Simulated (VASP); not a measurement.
# SiC (R3m) in VASP: notebook, part 2 of 2

VASP 6.6.1. Earlier steps stand in the parts before.

## 4. Single point, r2SCAN

POSCAR

```
SiC
1.0
    0.0000000000      2.1781449820      2.1781449820
    2.1781449820      0.0000000000      2.1781449820
    2.1781449820      2.1781449820      0.0000000000
Si C
1 1
Direct
   -0.0066266281     -0.0066266281     -0.0066266281
    0.7500000000      0.7500000000      0.7500000000
```

INCAR.step1

```
SYSTEM = SiC
  PREC = Accurate
  ENCUT = 660
  ISMEAR = 0
  SIGMA = 0.05
  LREAL = .FALSE.
  LASPH = .TRUE.
  NELM = 120
  NBANDS = 11
  GGA = PE
  ALGO = Normal
  EDIFF = 1E-5
  LWAVE = .TRUE.
  LCHARG = .FALSE.
  GGA_COMPAT = .FALSE.
```

INCAR.step2

```
SYSTEM = SiC
  PREC = Accurate
  ENCUT = 660
  EDIFF = 1E-6
  ISMEAR = 0
  SIGMA = 0.05
  LREAL = .FALSE.
  LASPH = .TRUE.
  NELM = 120
  ALGO = Normal
  ISIF = 2
  LWAVE = .FALSE.
  LCHARG = .TRUE.
  METAGGA = R2SCAN
  LMIXTAU = .TRUE.
  LELF = .TRUE.
  LVHAR = .TRUE.
  NBANDS = 11
  ISTART = 1
  GGA_COMPAT = .FALSE.
```

KPOINTS

```
Automatic mesh
0
G
  10 10 10
  0 0 0
```

Potentials or basis: VASP PAW PBE potentials, release 64 (Si, C).

Run with:

```
cat potpaw_PBE.64/Si/POTCAR potpaw_PBE.64/C/POTCAR > POTCAR
cp INCAR.step1 INCAR
mpirun -np 1 vasp_std > vasp.out
cp INCAR.step2 INCAR
mpirun -np 1 vasp_std > vasp.out
```

OUTCAR:

```text
SYSTEM = SiC
   PREC = Accurate
   ENCUT = 660
   EDIFF = 1E-6
   ISMEAR = 0
   LREAL = .FALSE.
   LASPH = .TRUE.
   NELM = 120
   ISIF = 2
   METAGGA = R2SCAN
   ISTART = 1

 ion  position               nearest neighbor table
   1  0.993  0.993  0.993-   2 1.84   2 1.90   2 1.90   2 1.90
   2  0.750  0.750  0.750-   1 1.84   1 1.90   1 1.90   1 1.90

  LATTYP: Found a face centered cubic cell.
 ALAT       =     4.3562899640

  Lattice vectors:

 A1 = (   0.0000000000,   2.1781449820,   2.1781449820)
 A2 = (   2.1781449820,   0.0000000000,   2.1781449820)
 A3 = (   2.1781449820,   2.1781449820,   0.0000000000)

Analysis of symmetry for initial positions (statically):
=====================================================================
 Subroutine PRICEL returns:
 Original cell was already a primitive cell.

 Routine SETGRP: Setting up the symmetry group for a
 face centered cubic supercell.

 Subroutine GETGRP returns: Found  6 space group operations
 (whereof  6 operations were pure point group operations)
 out of a pool of 48 trial point group operations.

The static configuration has the point symmetry C_3v.

Analysis of symmetry for dynamics (positions and initial velocities):
[... 167 lines left out ...]
 k-point     1 :       0.0000    0.0000    0.0000
  band No.  band energies     occupation
      1      -8.1963      2.00000
      2       7.6968      2.00000
      3       8.1353      2.00000
      4       8.1353      2.00000
      5      14.8310      0.00000
      6      15.7897      0.00000
      7      15.7897      0.00000
      8      15.9944      0.00000
      9      23.2079      0.00000
     10      23.2079      0.00000
     11      25.7664      0.00000
[... 309 lines left out ...]
 k-point    24 :       0.5000    0.4000    0.5000
  band No.  band energies     occupation
      1      -4.4547      2.00000
      2      -0.7094      2.00000
      3       6.2031      2.00000
      4       6.6712      2.00000
      5      14.1655      0.00000
      6      15.5929      0.00000
      7      16.5079      0.00000
      8      19.5745      0.00000
      9      23.7997      0.00000
     10      26.3459      0.00000
     11      26.4230      0.00000

 [... further k-points ...]
[... 5 lines left out ...]
  --------------------------------------------------------------------------------------
  -------------------------------------------------------------------------------------
  Total       -0.0078871     -0.0078871     -0.0078871      0.2529247      0.2529247      0.2529247
  in kB       -0.6114156     -0.6114156     -0.6114156     19.6070136     19.6070136     19.6070136
  external PRESSURE =      -0.6114156 kB  Pullay stress =       0.0000000 kB

 VOLUME and BASIS-vectors are now :
 -----------------------------------------------------------------------------
  energy-cutoff  :      660.00
  volume of cell :       20.67
      direct lattice vectors                 reciprocal lattice vectors
     0.000000000  2.178144982  2.178144982    -0.229553131  0.229553131  0.229553131
     2.178144982  0.000000000  2.178144982     0.229553131 -0.229553131  0.229553131
     2.178144982  2.178144982  0.000000000     0.229553131  0.229553131 -0.229553131

 POSITION                                       TOTAL-FORCE (eV/Angst)
 -----------------------------------------------------------------------------------
      4.32742      4.32742      4.32742         0.627933      0.627933      0.627933
      3.26722      3.26722      3.26722        -0.627933     -0.627933     -0.627933
 -----------------------------------------------------------------------------------
    total drift:                                0.000023      0.000023      0.000023

  FREE ENERGIE OF THE ION-ELECTRON SYSTEM (eV)
  ---------------------------------------------------
  free  energy   TOTEN  =       -19.3052144320 eV

  energy  without entropy=      -19.3052144320  energy(sigma->0) =      -19.30521443
```

OSZICAR.step1:

```text
N       E                     dE             d eps       ncg     rms          rms(c)
DAV:   1     0.750604187779E+01    0.75060E+01   -0.46184E+03  2600   0.758E+02
DAV:   2    -0.161484111919E+02   -0.23654E+02   -0.22607E+02  3229   0.123E+02
DAV:   3    -0.168979952239E+02   -0.74958E+00   -0.74795E+00  3172   0.184E+01
DAV:   4    -0.169008826067E+02   -0.28874E-02   -0.28871E-02  2964   0.143E+00
DAV:   5    -0.169008953294E+02   -0.12723E-04   -0.12723E-04  3148   0.907E-02    0.884E+00
DAV:   6    -0.150927271535E+02    0.18082E+01   -0.65250E+00  2879   0.114E+01    0.390E+00
DAV:   7    -0.150424133039E+02    0.50314E-01   -0.38837E-01  3053   0.357E+00    0.178E+00
DAV:   8    -0.150345168238E+02    0.78965E-02   -0.20610E-02  2903   0.961E-01    0.172E-01
DAV:   9    -0.150346183472E+02   -0.10152E-03   -0.16654E-03  3156   0.234E-01    0.112E-01
DAV:  10    -0.150347282516E+02   -0.10990E-03   -0.24025E-04  2849   0.948E-02    0.269E-02
DAV:  11    -0.150347310465E+02   -0.27950E-05   -0.41222E-05  3038   0.338E-02
   1 F= -.15034731E+02 E0= -.15034731E+02  d E =-.330799E-16
```

Run time: 2.7 min. Hardware: 1 thread of Intel Xeon 8259CL, shared host; peak memory 0.18 GiB.

What came out:

```
Free energy            : -19.3052 eV
Pressure               : -0.1 GPa
Largest force          : 1.088 eV/Å
Band gap on the k mesh : 1.58 eV (least direct gap 4.98 eV)
```

Forces on the atoms (eV/Å):
```
Si   0.628  0.628  0.628
C   -0.628 -0.628 -0.628
```

Levels at points of the mesh, in eV from the valence-band top:
| k point | band 1 | band 2 | band 3 | band 4 | band 5 | band 6 | band 7 | band 8 |
| --- | --- | --- | --- | --- | --- | --- | --- | --- |
| (0.00, 0.00, 0.00) | -16.33 | -0.44 | 0.00 | 0.00 | 6.70 | 7.65 | 7.65 | 7.86 |
| (0.50, 0.00, 0.00) | -12.73 | -8.91 | -1.47 | -1.09 | 5.85 | 7.36 | 7.82 | 10.82 |
| (0.50, 0.50, 0.50) | -12.63 | -9.15 | -1.16 | -1.16 | 5.86 | 7.70 | 7.70 | 10.80 |
| (0.50, 0.50, 0.00) | -11.24 | -8.20 | -3.55 | -3.40 | 1.58 | 4.68 | 15.00 | 15.01 |

Caveat: the cell differs from its parent crystal (all Si atoms moved +0.050 Å, as atom 1 towards its neighbour atom 2 (C) at 1.886 Å); the PAW data sets were made with another functional, which shifts forces and pressure a little.

## 5. Single point, r2SCAN

POSCAR: that of step 4 with these lines changed.

```diff
@@ -8,3 +8,3 @@
 Direct
-   -0.0066266281     -0.0066266281     -0.0066266281
+   -0.0115965992     -0.0115965992     -0.0115965992
     0.7500000000      0.7500000000      0.7500000000
```

INCAR.step1

```
SYSTEM = SiC
ALGO = Normal ; EDIFF = 1E-5
ENCUT = 660 ; GGA = PE
GGA_COMPAT = .FALSE. ; ISMEAR = 0
LASPH = .TRUE. ; LCHARG = .FALSE.
LREAL = .FALSE. ; LWAVE = .TRUE.
NBANDS = 11 ; NELM = 120
PREC = Accurate ; SIGMA = 0.05
```

INCAR.step2

```
SYSTEM = SiC
ALGO = Normal ; EDIFF = 1E-6
ENCUT = 660 ; GGA_COMPAT = .FALSE.
ISIF = 2 ; ISMEAR = 0
ISTART = 1 ; LASPH = .TRUE.
LCHARG = .FALSE. ; LMIXTAU = .TRUE.
LREAL = .FALSE. ; LWAVE = .FALSE.
METAGGA = R2SCAN ; NBANDS = 11
NELM = 120 ; PREC = Accurate
SIGMA = 0.05
```

KPOINTS

```
k-points
0
G
  10 10 10
  0 0 0
```

Run with:

```
cat potpaw_PBE.64/Si/POTCAR potpaw_PBE.64/C/POTCAR > POTCAR
cp INCAR.step1 INCAR
mpirun -np 1 vasp_std > vasp.out
cp INCAR.step2 INCAR
mpirun -np 1 vasp_std > vasp.out
```

It took 2.5 min on 1 thread of Intel Xeon 8259CL, shared host; peak memory 0.18 GiB.

It converged, with:

| Property | Result |
| --- | --- |
| Free energy | -19.2468 eV |
| Pressure | 0.7 GPa |
| Largest force | 2.049 eV/Å |
| Band gap on the k mesh | 1.46 eV (least direct gap 4.91 eV) |

Forces on the atoms (eV/Å):
```
Si   1.183  1.183  1.183
C   -1.183 -1.183 -1.183
```

Stress tensor (GPa, compression positive):
```
0.67 3.82 3.82
3.82 0.67 3.82
3.82 3.82 0.67
```

Levels at points of the mesh, in eV from the valence-band top:
```
           k point  band 2  band 3  band 4  band 5  band 6  band 7
(0.00, 0.00, 0.00)   -0.77    0.00    0.00    6.57    7.50    7.50
(0.50, 0.00, 0.00)   -8.96   -1.72   -1.07    5.72    7.07    7.87
(0.50, 0.50, 0.50)   -9.38   -1.20   -1.20    5.75    7.66    7.66
(0.50, 0.50, 0.00)   -8.30   -3.69   -3.45    1.46    4.56   14.88
```

Caveat: the cell differs from its parent crystal (all Si atoms moved +0.087 Å, as atom 1 towards its neighbour atom 2 (C) at 1.886 Å); the PAW data sets were made with another functional, which shifts forces and pressure a little.

## 6. Summary

```csv
cell,gap on the mesh (eV),pressure (GPa),largest force (eV/Å)
"as given, atomic positions A",1.42,1.0,2.40
"as given, atomic positions B",1.30,0.2,1.26
"as given, atomic positions C",1.58,-0.1,1.09
"as given, atomic positions D",1.46,0.7,2.05
```

Alike in all rows: task single point; level r2SCAN; potentials or basis VASP PAW PBE potentials, release 64 (Si, C); no spin polarisation; k mesh 10 × 10 × 10; cutoff (eV) 660; smearing gaussian 0.05 eV.

Caveats: the PAW data sets were made with another functional, which shifts forces and pressure a little.

Total energies depend on the potentials used, so only differences within one code and one set of settings carry meaning.
